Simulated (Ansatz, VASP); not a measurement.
**HfC: VASP beside Ansatz**

INCAR

```
SYSTEM = HfC
  PREC = Accurate
  ENCUT = 520
  EDIFF = 1E-7
  ISMEAR = -1
  SIGMA = 0.05
  LREAL = .False.
  LASPH = .True.
  NELM = 80
  ALGO = Normal
  ISIF = 2
  LWAVE = .False.
  LCHARG = .False.
  GGA = PS
  NBANDS = 22
```

The input KPOINTS:

```
regular mesh
0
Gamma
  8 8 5
  0 0 0
```

POSCAR

```
HfC
1.0
    3.2760087320      0.0000000000      0.0000000000
   -1.6380043660      2.8371067849      0.0000000000
    0.0000000000      0.0000000000      5.2027140000
Hf C
2 2
Direct
    0.3333333333      0.6666666667      0.2500000000
    0.6666666667      0.3333333333      0.7500000000
    0.0000000000      0.0000000000      0.5000000000
    0.0000000000      0.0000000000      0.0000000000
```

input.yaml

```yaml
crystal:
  lattice:
    - [3.276008732, 0.0, 0.0]
    - [-1.638004366, 2.8371067849, 0.0]
    - [0.0, 0.0, 5.202714]
  atoms:
    - { symbol: Hf, position: [0.3333333333, 0.6666666667, 0.25] }
    - { symbol: Hf, position: [0.6666666667, 0.3333333333, 0.75] }
    - { symbol: C, position: [0.0, 0.0, 0.5] }
    - { symbol: C, position: [0.0, 0.0, 0.0] }
hamiltonian:
  xc: pbesol
  pseudopotentials: { kind: paw }
kpoints:
  mp_grid: { grid: [8, 8, 5] }
scf:
  occupations: { method: fermi_dirac, width: 0.05 }
output:
  forces: true
  stress: true
  eigenvalues: true
```

Alike in both runs: task single point; functional PBEsol; k mesh 8 × 8 × 5; occupations fermi-dirac, width 0.05 eV; no spin polarisation.

```csv
,VASP,Ansatz
version,VASP 6.6.1,Ansatz 0.2.0
potentials or method,"VASP PAW PBE potentials, release 64 (Hf_pv, C)",Ansatz PAW
plane-wave cutoff (eV),520,420
valence electrons in the cell,28,60
```

Ansatz gave:

| Item | Value |
| --- | --- |
| gap on the k mesh at the Fermi level (eV) | none |
| pressure (GPa) | 2.4 |
| traceless stress, the component that is largest in VASP (GPa) | -0.23 |

Which values does VASP return?

gap on the k mesh at the Fermi level (eV): none; pressure (GPa): 2.0; traceless stress, the component that is largest in VASP (GPa): -0.17.

VASP's potentials were made for PBE, not for PBEsol. A gap of «none» marks a metal or a gap that the smearing closes. VASP's potentials hold 28 valence electrons a cell and Ansatz's 60, so a difference there can come from the potentials and not from the codes.

Spin-orbit coupling is off throughout.
